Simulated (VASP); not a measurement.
# Sn (Fd-3m) in VASP: further runs, part 2 of 2

VASP 6.6.1.

## 3. Single point, PBEsol (strained)

The input, INCAR:

```
PREC = Accurate
ENCUT = 520
EDIFF = 1E-6
ISMEAR = 0
SIGMA = 0.1
LREAL = F
LASPH = T
NELM = 100
ALGO = Normal
ISIF = 2
LWAVE = F
LCHARG = T
GGA = PS
LELF = T
LVHAR = T
NBANDS = 21
```

The input, KPOINTS:

```
Automatic mesh
0
Gamma
  12 12 12
```

The input, POSCAR:

```
Sn
1.0
    0.0000000000      3.2223939600      3.2223939600
    3.2223939600      0.0000000000      3.2223939600
    3.2223939600      3.2223939600      0.0000000000
Sn
2
Direct
    0.5000000000      0.5000000000      0.5000000000
    0.7500000000      0.7500000000      0.7500000000
```

Potentials or basis: VASP PAW PBE potentials, release 64 (Sn_d).

Run with:

```sh
cat potpaw_PBE.64/Sn_d/POTCAR > POTCAR
mpirun -np 1 vasp_std > vasp.out
```

OUTCAR:

```text
PREC = Accurate
   ENCUT = 520
   EDIFF = 1E-6
   ISMEAR = 0
   LREAL = F
   LASPH = T
   NELM = 100
   ISIF = 2
   GGA = PS

 ion  position               nearest neighbor table
   1  0.500  0.500  0.500-   2 2.79   2 2.79   2 2.79   2 2.79
   2  0.750  0.750  0.750-   1 2.79   1 2.79   1 2.79   1 2.79

  LATTYP: Found a face centered cubic cell.
 ALAT       =     6.4447879200

  Lattice vectors:

 A1 = (   0.0000000000,   3.2223939600,   3.2223939600)
 A2 = (   3.2223939600,   0.0000000000,   3.2223939600)
 A3 = (   3.2223939600,   3.2223939600,   0.0000000000)

Analysis of symmetry for initial positions (statically):
=====================================================================
 Subroutine PRICEL returns:
 Original cell was already a primitive cell.

 Routine SETGRP: Setting up the symmetry group for a
 face centered cubic supercell.

 Subroutine GETGRP returns: Found 48 space group operations
 (whereof 24 operations were pure point group operations)
 out of a pool of 48 trial point group operations.

The static configuration has the point symmetry T_d .
 The point group associated with its full space group is O_h .

Analysis of symmetry for dynamics (positions and initial velocities):
=====================================================================
 Subroutine PRICEL returns:
 Original cell was already a primitive cell.

 Routine SETGRP: Setting up the symmetry group for a
 face centered cubic supercell.

 Subroutine GETGRP returns: Found 48 space group operations
 (whereof 24 operations were pure point group operations)
 out of a pool of 48 trial point group operations.

The dynamic configuration has the point symmetry T_d .
 The point group associated with its full space group is O_h .

 Subroutine INISYM returns: Found 48 space group operations
 (whereof 24 operations are pure point group operations),
 and found     1 'primitive' translations

----------------------------------------------------------------------------------------

                                     Primitive cell

  volume of cell :      66.9215

  direct lattice vectors                    reciprocal lattice vectors
     0.000000000  3.222393960  3.222393960    -0.155164144  0.155164144  0.155164144
     3.222393960  0.000000000  3.222393960     0.155164144 -0.155164144  0.155164144
     3.222393960  3.222393960  0.000000000     0.155164144  0.155164144 -0.155164144

  length of vectors
     4.557153242  4.557153242  4.557153242     0.268752181  0.268752181  0.268752181

  position of ions in fractional coordinates (direct lattice)
     0.500000000  0.500000000  0.500000000
     0.750000000  0.750000000  0.750000000

  ion indices of the primitive-cell ions
   primitive index   ion index
                 1           1
                 2           2

----------------------------------------------------------------------------------------

 KPOINTS: Automatic mesh

Automatic generation of k-mesh.
 Grid dimensions read from file:
 generate k-points for:   12   12   12

 Generating k-lattice:

  Cartesian coordinates                     Fractional coordinates (reciprocal lattice)
    -0.012930345  0.012930345  0.012930345     0.083333333  0.000000000  0.000000000
     0.012930345 -0.012930345  0.012930345     0.000000000  0.083333333  0.000000000
     0.012930345  0.012930345 -0.012930345     0.000000000  0.000000000  0.083333333

  Length of vectors
     0.022396015  0.022396015  0.022396015

  Shift w.r.t. Gamma in fractional coordinates (k-lattice)
     0.000000000  0.000000000  0.000000000

 Subroutine IBZKPT returns following result:
 ===========================================

 Found     72 irreducible k-points:

 Following reciprocal coordinates:
            Coordinates               Weight
  0.000000  0.000000  0.000000      1.000000
  0.083333  0.000000  0.000000      8.000000
  0.166667  0.000000  0.000000      8.000000
  0.250000  0.000000  0.000000      8.000000
  0.333333  0.000000  0.000000      8.000000
  0.416667  0.000000  0.000000      8.000000
[... 16 lines left out ...]
  0.500000  0.166667  0.000000     24.000000
 -0.416667  0.166667  0.000000     24.000000
 [... further k-points ...]
   k-points           NKPTS =     72   k-points in BZ     NKDIM =     72   number of bands    NBANDS=     21
   number of dos      NEDOS =    301   number of ions     NIONS =      2
   total plane-waves  NPLWV =  46656
   dimension x,y,z NGX =    36 NGY =   36 NGZ =   36
   dimension x,y,z NGXF=    72 NGYF=   72 NGZF=   72
   ions per type =               2
   NGX,Y,Z   is equivalent  to a cutoff of  13.13, 13.13, 13.13 a.u.
   NGXF,Y,Z  is equivalent  to a cutoff of  26.27, 26.27, 26.27 a.u.
 SYSTEM =  unknown system
   PREC   = accura    normal or accurate (medium, high low for compatibility)
   ISTART =      0    job   : 0-new  1-cont  2-samecut
   ICHARG =      2    charge: 1-file 2-atom 10-const
   ISPIN  =      1    spin polarized calculation?
   LNONCOLLINEAR =      F non collinear calculations
   LSORBIT =      F    spin-orbit coupling
   LASPH  =      T    aspherical Exc in radial PAW
   ENCUT  =  520.0 eV  38.22 Ry    6.18 a.u.   8.47  8.47  8.47*2*pi/ulx,y,z
   NELM   =    100;   NELMIN=  2; NELMDL= -5     # of ELM steps
   EDIFF  = 0.1E-05   stopping-criterion for ELM
   LREAL  =      F    real-space projection
   EDIFFG = 0.1E-04   stopping-criterion for IOM
   NSW    =      0    number of steps for IOM
   IBRION =     -1    ionic relax: 0-MD 1-quasi-New 2-CG
   NFREE  =      0    steps in history (QN), initial steepest desc. (CG)
   ISIF   =      2    stress and relaxation
   ISYM   =      2    0-nonsym 1-usesym 2-fastsym
   POTIM  = 0.5000    time-step for ionic-motion
   TEBEG  =    0.0;   TEEND  =   0.0 temperature during run
   PSTRESS=    0.0 pullay stress
   NELECT =      28.0000    total number of electrons
   NUPDOWN=      -1.0000    fix difference up-down
   EMIN   =  10.00;   EMAX   =-10.00  energy-range for DOS
   EFERMI =   0.00;   METHOD = LEGACY
   ISMEAR =     0;   SIGMA  =   0.10  broadening in eV -4-tet -1-fermi 0-gaus
   EFERMI_NEDOS =   21; number of points for ismear=-14 and -15
   IALGO  =     38    algorithm
   IMIX   =      4    mixing-type and parameters
     AMIX     =   0.40;   BMIX     =  1.00
     AMIX_MAG =   1.60;   BMIX_MAG =  1.00
  volume/ion in A,a.u.               =      33.46       225.80
  Fermi-wavevector in a.u.,A,eV,Ry     =   1.224444  2.313863 20.398708  1.499263
  Thomas-Fermi vector in A             =   2.359518
   LORBIT       =      0    0 simple, 1 ext, 2 COOP (PROOUT), +10 PAW based schemes
   GGA     = PS    functional components
   LHFCALC =     F    Hartree Fock is set to
   AEXX    =    0.0000 exact exchange contribution
   IVDW    =     0    specifies the selected vdW correction
   LEPSILON=     F    determine dielectric tensor
   LRPA    =     F    only Hartree local field effects (RPA)
 non-spin polarized calculation
 Gauss-broadening in eV      SIGMA  =   0.10
  energy-cutoff  :      520.00
  volume of cell :       66.92
 maximum number of plane-waves:      1828
 NGX is ok and might be reduce to    36
   NGX = 17   NGY = 17   NGZ = 17

 number of electron      28.0000012 magnetization

 Free energy of the ion-electron system (eV)
  ---------------------------------------------------
  ext. energy  EPLUGINS =         0.00000000
  ---------------------------------------------------
  free energy    TOTEN  =        -8.44764836 eV

  energy without entropy =       -8.44663345  energy(sigma->0) =       -8.44714090

 E-fermi :   5.7182     XC(G=0):  -9.1573

 val. band max:        5.6894280677   @ k =   0.5000   0.0000   0.0000
 cond. band min:       5.7339813053   @ k =   0.4167   0.0000   0.0000
 fundamental gap:      0.0445532376
 Fermi energy:         5.7181507120

 k-point     1 :       0.0000    0.0000    0.0000
  band No.  band energies     occupation
      1     -15.9317      2.00000
      2     -15.9317      2.00000
      3     -15.9317      2.00000
      4     -15.8683      2.00000
      5     -15.8683      2.00000
      6     -15.5390      2.00000
[... 13 lines left out ...]
     20      13.7332      0.00000
     21      13.7332      0.00000

 k-point     2 :       0.0833    0.0000    0.0000
  band No.  band energies     occupation
      1     -15.9377      2.00000
      2     -15.9377      2.00000
      3     -15.9300      2.00000
      4     -15.8601      2.00000
      5     -15.8601      2.00000
      6     -15.5526      2.00000
[... 520 lines left out ...]
 k-point    24 :      -0.4167    0.1667    0.0000
  band No.  band energies     occupation
      1     -15.9952      2.00000
      2     -15.9788      2.00000
      3     -15.8682      2.00000
      4     -15.7854      2.00000
      5     -15.7748      2.00000
      6     -15.6346      2.00000
[... 13 lines left out ...]
     20      13.5723      0.00000
     21      13.7235      0.00000

 [... further k-points ...]
[... 5 lines left out ...]
  --------------------------------------------------------------------------------------
  -------------------------------------------------------------------------------------
  Total        0.8204781      0.8204781      0.8204781      0.0000000      0.0000000     -0.0000000
  in kB       19.6431755     19.6431755     19.6431755      0.0000000      0.0000000     -0.0000000
  external PRESSURE =      19.6431755 kB  Pullay stress =       0.0000000 kB

 VOLUME and BASIS-vectors are now :
 -----------------------------------------------------------------------------
  energy-cutoff  :      520.00
  volume of cell :       66.92
      direct lattice vectors                 reciprocal lattice vectors
     0.000000000  3.222393960  3.222393960    -0.155164144  0.155164144  0.155164144
     3.222393960  0.000000000  3.222393960     0.155164144 -0.155164144  0.155164144
     3.222393960  3.222393960  0.000000000     0.155164144  0.155164144 -0.155164144

 POSITION                                       TOTAL-FORCE (eV/Angst)
 -----------------------------------------------------------------------------------
      3.22239      3.22239      3.22239        -0.000000     -0.000000      0.000000
      4.83359      4.83359      4.83359         0.000000      0.000000      0.000000
 -----------------------------------------------------------------------------------
    total drift:                                0.000000      0.000000      0.000000

  FREE ENERGIE OF THE ION-ELECTRON SYSTEM (eV)
  ---------------------------------------------------
  free  energy   TOTEN  =        -8.4476483580 eV

  energy  without entropy=       -8.4466334490  energy(sigma->0) =       -8.44714090
```

OSZICAR:

```text
N       E                     dE             d eps       ncg     rms          rms(c)
DAV:   1     0.228995834411E+03    0.22900E+03   -0.14918E+04  3049   0.196E+03
DAV:   2     0.164681162534E+02   -0.21253E+03   -0.20804E+03  3034   0.447E+02
DAV:   3    -0.774796090823E+01   -0.24216E+02   -0.24082E+02  3514   0.141E+02
DAV:   4    -0.853250763001E+01   -0.78455E+00   -0.78422E+00  3429   0.285E+01
DAV:   5    -0.855928497549E+01   -0.26777E-01   -0.26777E-01  4369   0.512E+00    0.338E+00
DAV:   6    -0.848302667139E+01    0.76258E-01   -0.42013E-02  4095   0.264E+00    0.192E+00
DAV:   7    -0.844640613097E+01    0.36621E-01   -0.56796E-02  3674   0.259E+00    0.167E-01
DAV:   8    -0.844740068033E+01   -0.99455E-03   -0.74977E-03  3372   0.102E+00    0.533E-02
DAV:   9    -0.844764075639E+01   -0.24008E-03   -0.40322E-04  3787   0.186E-01    0.133E-02
DAV:  10    -0.844764704744E+01   -0.62910E-05   -0.19026E-05  3741   0.384E-02    0.522E-03
DAV:  11    -0.844764851283E+01   -0.14654E-05   -0.28429E-06  2733   0.133E-02    0.839E-04
DAV:  12    -0.844764835802E+01    0.15481E-06   -0.36045E-07  2307   0.887E-03
   1 F= -.84476484E+01 E0= -.84471409E+01  d E =-.101491E-02
```

It took 68 s on 1 thread of Intel Xeon Platinum 8488C (Sapphire Rapids), shared host; peak memory 0.24 GiB.

What came out:

- Free energy: -8.4476 eV
- Pressure: 2.0 GPa
- Band gap on the k mesh: zero (band 14 reaches 5.80 eV, above the bottom of band 15 at 5.69 eV)

Caveat: the cell differs from its parent crystal (strained); the PAW data sets were made with another functional, which shifts forces and pressure a little; spin-orbit coupling is left out, which moves the levels of the heavy elements.
